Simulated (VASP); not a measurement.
# HC4 in VASP: a series of runs

HC4 is run at these levels: PBE; tasks: single point.

Everything below comes from runs of VASP 6.6.1. Logs are shortened: lines on timing, memory, paths and dates and some standing lists are left out, and cuts for length are marked.

**1. The cell of the first run**

The cell holds a slab with vacuum, 30 atoms: a = 7.573 Å, b = 5.049 Å, c = 15.676 Å, α = 90.00°, β = 90.00°, γ = 60.00°.

**2. Single point, PBE**

Contents of INCAR:

```
SYSTEM = HC4
ALGO     = Normal         ! electronic algorithm
EDIFF    = 1E-6           ! SCF threshold, eV
ENCUT    = 520            ! plane-wave cutoff, eV
GGA      = PE             ! functional
ISIF     = 2              ! what is computed and relaxed
ISMEAR   = -1             ! smearing method
LASPH    = .True.         ! aspherical terms in the spheres
LCHARG   = .False.        ! write CHGCAR
LREAL    = Auto         
LWAVE    = .False.        ! write WAVECAR
NBANDS   = 72             ! bands
NELM     = 60             ! most SCF steps
PREC     = Accurate       ! precision mode
SIGMA    = 0.02           ! smearing width, eV
```

Contents of KPOINTS:

```
k-points
0
Gamma
  2 3 1
  0 0 0
```

Contents of POSCAR:

```
HC4
1.0
    7.5731140000      0.0000000000      0.0000000000
    2.5243710000      4.3723390000      0.0000000000
    0.0000000000      0.0000000000     15.6764260000
H C
6 24
Direct
    0.1111147773      0.1666613682      0.0637900501
    0.4444518959      0.1666613682      0.0637900501
    0.7777758100      0.1666613682      0.0637900501
    0.1111143667      0.6666683439      0.0637900501
    0.4444382808      0.6666683439      0.0637900501
    0.7777753994      0.6666683439      0.0637900501
    0.1111147773      0.1666613682      0.1339591052
    0.4444518959      0.1666613682      0.1339591052
    0.7777758100      0.1666613682      0.1339591052
    0.1111143667      0.6666683439      0.1339591052
    0.4444382808      0.6666683439      0.1339591052
    0.7777753994      0.6666683439      0.1339591052
   -0.1111075641      0.3333227364      0.1668301180
    0.2222295545      0.3333227364      0.1668301180
    0.5555534686      0.3333227364      0.1668301180
   -0.1111079747      0.8333297121      0.1668301180
    0.2222291440      0.8333297121      0.1668301180
    0.5555530580      0.8333297121      0.1668301180
   -0.0890191259      0.2955397557      0.2962090977
    0.2200471278      0.3481889213      0.2625981203
    0.5735455637      0.3217728543      0.2656345266
   -0.1222716535      0.8217798300      0.2772570738
    0.2269608902      0.8253934565      0.2782713356
    0.5615571764      0.8350450411      0.2667317155
    0.0133649223     -0.0281313960      0.3049866086
    0.3219542651      0.0349012279      0.2759812728
    0.6664114049      0.0134253085      0.2835659097
    0.0036173979      0.4989777783      0.3084185133
    0.3666412221      0.4898979699      0.2992455040
    0.6832719113      0.4983831309      0.2760769578
```

Potentials or basis: VASP PAW PBE potentials, release 64 (H, C).

Launch:

```console
$ cat potpaw_PBE.64/H/POTCAR potpaw_PBE.64/C/POTCAR > POTCAR
$ mpirun -np 1 vasp_std > vasp.out
```

OUTCAR:

```text
SYSTEM = HC4
   EDIFF = 1E-6
   ENCUT = 520
   GGA = PE
   ISIF = 2
   ISMEAR = -1
   LASPH = .True.
   LREAL = Auto
   NELM = 60
   PREC = Accurate

 ion  position               nearest neighbor table
   1  0.111  0.167  0.064-   7 1.10
   2  0.444  0.167  0.064-   8 1.10
   3  0.778  0.167  0.064-   9 1.10
   4  0.111  0.667  0.064-  10 1.10
   5  0.444  0.667  0.064-  11 1.10
   6  0.778  0.667  0.064-  12 1.10
   7  0.111  0.167  0.134-   1 1.10  17 1.55  14 1.55  13 1.55
   8  0.444  0.167  0.134-   2 1.10  15 1.55  18 1.55  14 1.55
   9  0.778  0.167  0.134-   3 1.10  16 1.55  15 1.55  13 1.55
  10  0.111  0.667  0.134-   4 1.10  16 1.55  17 1.55  14 1.55
  11  0.444  0.667  0.134-   5 1.10  17 1.55  18 1.55  15 1.55
  12  0.778  0.667  0.134-   6 1.10  18 1.55  16 1.55  13 1.55
[... 10 lines left out ...]
  23  0.227  0.825  0.278-  25 1.46  29 1.52  26 1.55  17 1.75
  24  0.562  0.835  0.267-  30 1.48  27 1.49  18 1.57  26 1.58
  25  0.013  0.972  0.305-  19 1.42  23 1.46  22 1.61
  26  0.322  0.035  0.276-  20 1.39  23 1.55  24 1.58
  27  0.666  0.013  0.284-  21 1.38  22 1.40  24 1.49
  28  0.004  0.499  0.308-  22 1.50  19 1.52  20 1.59
  29  0.367  0.490  0.299-  21 1.46  23 1.52  20 1.69
  30  0.683  0.498  0.276-  24 1.48  21 1.50  19 1.53

  LATTYP: Found a simple monoclinic cell.
 ALAT       =     5.0487421480
 B/A-ratio  =     3.1050161685
 C/A-ratio  =     1.3228757886
 COS(beta)  =    -0.1889821759

  Lattice vectors:

 A1 = (   2.5243710000,   4.3723390000,   0.0000000000)
 A2 = (   0.0000000000,   0.0000000000,  15.6764260000)
 A3 = (   5.0487430000,  -4.3723390000,   0.0000000000)

Analysis of symmetry for initial positions (statically):
=====================================================================
 Subroutine PRICEL returns:
 Original cell was already a primitive cell.

 Routine SETGRP: Setting up the symmetry group for a
 simple monoclinic supercell.

 Subroutine GETGRP returns: Found  1 space group operations
 (whereof  1 operations were pure point group operations)
 out of a pool of  4 trial point group operations.

The static configuration has the point symmetry C_1 .

Analysis of symmetry for dynamics (positions and initial velocities):
=====================================================================
 Subroutine PRICEL returns:
 Original cell was already a primitive cell.

 Routine SETGRP: Setting up the symmetry group for a
 simple monoclinic supercell.

 Subroutine GETGRP returns: Found  1 space group operations
 (whereof  1 operations were pure point group operations)
 out of a pool of  4 trial point group operations.

The dynamic configuration has the point symmetry C_1 .

 Subroutine INISYM returns: Found  1 space group operations
 (whereof  1 operations are pure point group operations),
 and found     1 'primitive' translations

----------------------------------------------------------------------------------------

                                     Primitive cell

  volume of cell :     519.0813

  direct lattice vectors                    reciprocal lattice vectors
     7.573114000  0.000000000  0.000000000     0.132046078 -0.076236836  0.000000000
     2.524371000  4.372339000  0.000000000     0.000000000  0.228710537  0.000000000
     0.000000000  0.000000000 15.676426000     0.000000000  0.000000000  0.063790050

  length of vectors
     7.573114000  5.048742148 15.676426000     0.152473676  0.228710537  0.063790050

  position of ions in fractional coordinates (direct lattice)
     0.111114777  0.166661368  0.063790050
     0.444451896  0.166661368  0.063790050
     0.777775810  0.166661368  0.063790050
     0.111114367  0.666668344  0.063790050
     0.444438281  0.666668344  0.063790050
     0.777775399  0.666668344  0.063790050
[... 22 lines left out ...]
     0.366641222  0.489897970  0.299245504
     0.683271911  0.498383131  0.276076958

  ion indices of the primitive-cell ions
   primitive index   ion index
                 1           1
                 2           2
                 3           3
                 4           4
                 5           5
                 6           6
[... 22 lines left out ...]
                29          29
                30          30

----------------------------------------------------------------------------------------

 KPOINTS: k-points

Automatic generation of k-mesh.
 Grid dimensions read from file:
 generate k-points for:    2    3    1

 Generating k-lattice:

  Cartesian coordinates                     Fractional coordinates (reciprocal lattice)
     0.066023039 -0.038118418  0.000000000     0.500000000  0.000000000  0.000000000
     0.000000000  0.076236846  0.000000000     0.000000000  0.333333333  0.000000000
     0.000000000  0.000000000  0.063790050     0.000000000  0.000000000  1.000000000

  Length of vectors
     0.076236838  0.076236846  0.063790050

  Shift w.r.t. Gamma in fractional coordinates (k-lattice)
     0.000000000  0.000000000  0.000000000

 -----------------------------------------------------------------------------
|                                                                             |
|           W    W    AA    RRRRR   N    N  II  N    N   GGGG   !!!           |
|           W    W   A  A   R    R  NN   N  II  NN   N  G    G  !!!           |
|           W    W  A    A  R    R  N N  N  II  N N  N  G       !!!           |
|           W WW W  AAAAAA  RRRRR   N  N N  II  N  N N  G  GGG   !            |
|           WW  WW  A    A  R   R   N   NN  II  N   NN  G    G                |
|           W    W  A    A  R    R  N    N  II  N    N   GGGG   !!!           |
|                                                                             |
|     Your reciprocal lattice and k-lattice belong to different lattice       |
|     classes:                                                                |
|                                                                             |
|        The reciprocal lattice is simple monoclinic,                         |
|        whereas your k-lattice is hexagonal.                                 |
|                                                                             |
|     Results are often still useful ...                                      |
|                                                                             |
 -----------------------------------------------------------------------------

 Subroutine IBZKPT returns following result:
 ===========================================

 Found      4 irreducible k-points:

 Following reciprocal coordinates:
            Coordinates               Weight
  0.000000  0.000000  0.000000      1.000000
  0.500000  0.000000  0.000000      1.000000
  0.000000  0.333333  0.000000      2.000000
  0.500000  0.333333  0.000000      2.000000
   k-points           NKPTS =      4   k-points in BZ     NKDIM =      4   number of bands    NBANDS=     72
   number of dos      NEDOS =    301   number of ions     NIONS =     30
   total plane-waves  NPLWV = 268800
   dimension x,y,z NGX =    56 NGY =   40 NGZ =  120
   dimension x,y,z NGXF=   112 NGYF=   80 NGZF=  240
   ions per type =               6  24
   NGX,Y,Z   is equivalent  to a cutoff of  12.29, 13.17, 12.73 a.u.
   NGXF,Y,Z  is equivalent  to a cutoff of  24.59, 26.34, 25.45 a.u.
 SYSTEM =  HC4
   PREC   = accura    normal or accurate (medium, high low for compatibility)
   ISTART =      0    job   : 0-new  1-cont  2-samecut
   ICHARG =      2    charge: 1-file 2-atom 10-const
   ISPIN  =      1    spin polarized calculation?
   LNONCOLLINEAR =      F non collinear calculations
   LSORBIT =      F    spin-orbit coupling
   LASPH  =      T    aspherical Exc in radial PAW
   ENCUT  =  520.0 eV  38.22 Ry    6.18 a.u.  14.08  9.39 29.15*2*pi/ulx,y,z
   NELM   =     60;   NELMIN=  2; NELMDL= -5     # of ELM steps
   EDIFF  = 0.1E-05   stopping-criterion for ELM
   LREAL  =      T    real-space projection
   EDIFFG = 0.1E-04   stopping-criterion for IOM
   NSW    =      0    number of steps for IOM
   IBRION =     -1    ionic relax: 0-MD 1-quasi-New 2-CG
   NFREE  =      0    steps in history (QN), initial steepest desc. (CG)
   ISIF   =      2    stress and relaxation
   ISYM   =      2    0-nonsym 1-usesym 2-fastsym
   POTIM  = 0.5000    time-step for ionic-motion
   TEBEG  =    0.0;   TEEND  =   0.0 temperature during run
   PSTRESS=    0.0 pullay stress
   NELECT =     102.0000    total number of electrons
   NUPDOWN=      -1.0000    fix difference up-down
   EMIN   =  10.00;   EMAX   =-10.00  energy-range for DOS
   EFERMI =   0.00;   METHOD = LEGACY
   ISMEAR =    -1;   SIGMA  =   0.02  broadening in eV -4-tet -1-fermi 0-gaus
   EFERMI_NEDOS =   21; number of points for ismear=-14 and -15
   IALGO  =     38    algorithm
   IMIX   =      4    mixing-type and parameters
     AMIX     =   0.40;   BMIX     =  1.00
     AMIX_MAG =   1.60;   BMIX_MAG =  1.00
  volume/ion in A,a.u.               =      17.30       116.76
  Fermi-wavevector in a.u.,A,eV,Ry     =   0.951765  1.798575 12.324929  0.905857
  Thomas-Fermi vector in A             =   2.080266
   LORBIT       =      0    0 simple, 1 ext, 2 COOP (PROOUT), +10 PAW based schemes
   GGA     = PE    functional components
[... 5 lines left out ...]
 non-spin polarized calculation
  energy-cutoff  :      520.00
  volume of cell :      519.08
 maximum number of plane-waves:     14025
   NGX = 29   NGY = 19   NGZ = 59

 number of electron     101.9999995 magnetization

 Free energy of the ion-electron system (eV)
  ---------------------------------------------------
  ext. energy  EPLUGINS =         0.00000000
  ---------------------------------------------------
  free energy    TOTEN  =      -225.41720101 eV

  energy without entropy =     -225.40106530  energy(sigma->0) =     -225.40913315

 E-fermi :   0.2635     XC(G=0):  -4.9896

 val. band max:        0.2592749208   @ k =   0.5000   0.0000   0.0000
 cond. band min:       0.3205532884   @ k =   0.0000   0.0000   0.0000
 fundamental gap:      0.0612783677
 Fermi energy:         0.2634745594

 k-point     1 :       0.0000    0.0000    0.0000
  band No.  band energies     occupation
      1     -21.1479      2.00000
      2     -18.7849      2.00000
      3     -18.2146      2.00000
      4     -18.0123      2.00000
      5     -16.8842      2.00000
      6     -16.5134      2.00000
[... 55 lines left out ...]
     62       5.1049      0.00000
     63       5.2951      0.00000

 k-point     2 :       0.5000    0.0000    0.0000
  band No.  band energies     occupation
      1     -20.7777      2.00000
      2     -20.0691      2.00000
      3     -17.7262      2.00000
      4     -17.4489      2.00000
      5     -16.8627      2.00000
      6     -16.5965      2.00000
[... 55 lines left out ...]
     62       5.0958      0.00000
     63       5.2646      0.00000

 k-point     3 :       0.0000    0.3333    0.0000
  band No.  band energies     occupation
      1     -20.5239      2.00000
      2     -19.1004      2.00000
      3     -18.7818      2.00000
      4     -18.0629      2.00000
      5     -17.5699      2.00000
      6     -16.5335      2.00000
[... 55 lines left out ...]
     62       5.2744      0.00000
     63       5.4574      0.00000

 k-point     4 :       0.5000    0.3333    0.0000
  band No.  band energies     occupation
      1     -20.5253      2.00000
      2     -19.2393      2.00000
      3     -18.9568      2.00000
      4     -17.6164      2.00000
      5     -16.8936      2.00000
      6     -16.5582      2.00000
[... 55 lines left out ...]
     62       5.4473      0.00000
     63       5.8327      0.00000
 [bands above 63 left out]

------------------------ aborting loop because EDIFF is reached ----------------------------------------

  FORCE on cell =-STRESS in cart. coord.  units (eV):
  Direction    XX          YY          ZZ          XY          YZ          ZX
  --------------------------------------------------------------------------------------
  -------------------------------------------------------------------------------------
  Total       -4.8549249      1.4354470      4.3889642     -1.4171113     -4.5052503      0.4937602
  in kB      -14.9850336      4.4305981     13.5468164     -4.3740038    -13.9057409      1.5240222
  external PRESSURE =       0.9974603 kB  Pullay stress =       0.0000000 kB

 VOLUME and BASIS-vectors are now :
 -----------------------------------------------------------------------------
  energy-cutoff  :      520.00
  volume of cell :      519.08
      direct lattice vectors                 reciprocal lattice vectors
     7.573114000  0.000000000  0.000000000     0.132046078 -0.076236836  0.000000000
     2.524371000  4.372339000  0.000000000     0.000000000  0.228710537  0.000000000
     0.000000000  0.000000000 15.676426000     0.000000000  0.000000000  0.063790050

 POSITION                                       TOTAL-FORCE (eV/Angst)
 -----------------------------------------------------------------------------------
      1.26220      0.72870      1.00000        -0.200605      0.064032     -0.212353
      3.78660      0.72870      1.00000        -0.018370      0.036187     -0.112989
      6.31090      0.72870      1.00000         0.044868     -0.135433     -0.347976
      2.52440      2.91490      1.00000         0.026643      0.182360     -0.233660
      5.04870      2.91490      1.00000        -0.008367      0.002093     -0.201660
      7.57310      2.91490      1.00000         0.010296      0.054880     -0.320212
[... 22 lines left out ...]
      4.01330      2.14200      4.69110        -4.290077      1.892559     -0.736521
      6.43260      2.17910      4.32790         0.669834     -2.877817      1.988640
 -----------------------------------------------------------------------------------
    total drift:                                0.018958     -0.023031      0.033244

  FREE ENERGIE OF THE ION-ELECTRON SYSTEM (eV)
  ---------------------------------------------------
  free  energy   TOTEN  =      -225.4172010082 eV

  energy  without entropy=     -225.4010652959  energy(sigma->0) =     -225.40913315
```

It took 5.6 min on 1 thread of Intel Xeon 6975P-C (Granite Rapids), shared host; peak memory 0.56 GiB.

Results:

| Quantity | Value |
| --- | --- |
| Free energy | -225.4172 eV |
| Largest force | 7.009 eV/Å |

Forces in eV/Å, atoms in the order of the input:
```
H   -0.201  0.064 -0.212
H   -0.018  0.036 -0.113
H    0.045 -0.135 -0.348
H    0.027  0.182 -0.234
H   -0.008  0.002 -0.202
H    0.010  0.055 -0.320
C   -0.014 -0.073  2.551
C   -0.054  0.127  0.880
C    0.177 -0.025  1.557
C   -0.095  0.097  1.708
C   -0.205  0.020  1.435
C    0.269 -0.249  1.399
C   -1.987  1.232 -2.443
C    0.124  1.351 -2.900
C    0.222 -0.249 -2.882
C   -0.551 -0.466 -0.975
C    0.632 -0.106 -1.271
C    0.166  0.429 -3.074
C    0.722  2.879  0.438
C    1.066  1.424  3.518
C    0.170  3.772 -1.142
C    5.029 -0.264  0.172
C    2.116  0.042  0.107
C   -0.795  1.791 -0.222
C   -1.706  1.168 -0.683
C   -0.618 -6.496  2.559
C   -0.875 -4.006  1.597
C   -0.028 -1.617 -2.151
C   -4.290  1.893 -0.737
C    0.670 -2.878  1.989
```

Levels at points of the mesh, in eV from the Fermi level:
| k point | band 49 | band 50 | band 51 | band 52 | band 53 | band 54 |
| --- | --- | --- | --- | --- | --- | --- |
| (0.00, 0.00, 0.00) | -0.62 | -0.23 | -0.19 | 0.06 | 0.28 | 0.54 |
| (0.50, 0.00, 0.00) | -0.74 | -0.28 | -0.02 | 0.00 | 0.35 | 0.72 |

Caveat: the k points lie up to 0.48 Å⁻¹ apart.

**3. Single point, PBE**

Contents of INCAR:

```
  PREC = Accurate
  ENCUT = 520
  EDIFF = 1E-6
  ISMEAR = -1
  SIGMA = 0.02
  LREAL = Auto
  LASPH = T
  NELM = 100
  ALGO = Normal
  ISIF = 2
  LWAVE = F
  LCHARG = F
  GGA = PE
  NBANDS = 72
```

Contents of KPOINTS:

```
regular mesh
0
Gamma
  2 3 1
```

Edit POSCAR of step 2 so:

```diff
@@ -26,13 +26,13 @@
     0.5555530580      0.8333297121      0.1668301180
-   -0.0890191259      0.2955397557      0.2962090977
-    0.2200471278      0.3481889213      0.2625981203
-    0.5735455637      0.3217728543      0.2656345266
-   -0.1222716535      0.8217798300      0.2772570738
-    0.2269608902      0.8253934565      0.2782713356
-    0.5615571764      0.8350450411      0.2667317155
-    0.0133649223     -0.0281313960      0.3049866086
-    0.3219542651      0.0349012279      0.2759812728
-    0.6664114049      0.0134253085      0.2835659097
-    0.0036173979      0.4989777783      0.3084185133
-    0.3666412221      0.4898979699      0.2992455040
-    0.6832719113      0.4983831309      0.2760769578
+   -0.1144158709      0.3376224945      0.3056882991
+    0.2277897106      0.3374395261      0.2809313807
+    0.5489548102      0.3350151944      0.2712863251
+   -0.1112294063      0.8335355516      0.2683392248
+    0.2126073349      0.8259881039      0.2918777533
+    0.5368708164      0.8199730167      0.2671208348
+   -0.0104541682     -0.0116184953      0.3043614661
+    0.3206550173     -0.0099260373      0.2790942272
+    0.6529735243     -0.0126934348      0.2928154670
+    0.0060505158      0.4952040544      0.3045145622
+    0.3385016163      0.4922765595      0.3001895968
+    0.6657052864      0.5063193865      0.2927516769
```

Potentials or basis: VASP PAW PBE potentials, release 64 (H, C).

Launch:

```console
$ cat potpaw_PBE.64/H/POTCAR potpaw_PBE.64/C/POTCAR > POTCAR
$ mpirun -np 1 vasp_std > vasp.out
```

Run time: 4.7 min. Hardware: 1 thread of Intel Xeon 6975P-C (Granite Rapids), shared host; peak memory 0.55 GiB.

It converged, with:

| Property | Result |
| --- | --- |
| Free energy | -226.5384 eV |
| Largest force | 4.983 eV/Å |
| Band gap on the k mesh | zero (band 51 reaches 0.20 eV, above the bottom of band 52 at 0.17 eV) |

Forces on the atoms (eV/Å):
```
H   -0.100  0.079 -0.359
H   -0.049 -0.007 -0.236
H    0.045  0.015 -0.457
H    0.151  0.067 -0.296
H   -0.122  0.000 -0.281
H   -0.055 -0.059 -0.363
C   -0.066  0.130  3.248
C   -0.105  0.125  1.782
C    0.161  0.124  2.419
C   -0.083 -0.135  2.611
C   -0.224  0.040  1.484
C    0.190 -0.274  2.461
C   -0.837  0.380 -3.387
C    0.179  0.266 -1.750
C   -0.034 -0.269 -1.035
C   -0.137 -0.088 -0.702
C    1.073  0.498 -2.639
C   -0.370 -0.186 -2.626
C    0.850 -0.897 -1.559
C   -3.271 -2.016 -0.633
C    1.946 -2.050  0.041
C   -3.298 -1.436  0.741
C   -0.765 -0.304 -0.205
C    4.765  1.418  0.340
C    2.298  1.703  1.112
C   -0.266  1.606  1.704
C    1.705  1.567 -1.024
C   -0.588  0.814 -0.747
C   -0.678  1.411  0.118
C   -2.312 -2.525  0.241
```

Levels at points of the mesh, in eV from the Fermi level:
| k point | band 49 | band 50 | band 51 | band 52 | band 53 | band 54 |
| --- | --- | --- | --- | --- | --- | --- |
| (0.00, 0.00, 0.00) | -0.66 | -0.33 | -0.10 | -0.03 | 0.27 | 0.60 |
| (0.50, 0.00, 0.00) | -0.67 | -0.35 | 0.00 | 0.09 | 0.22 | 0.64 |

Caveat: the k points lie up to 0.48 Å⁻¹ apart.

[end of part 1 of 2]
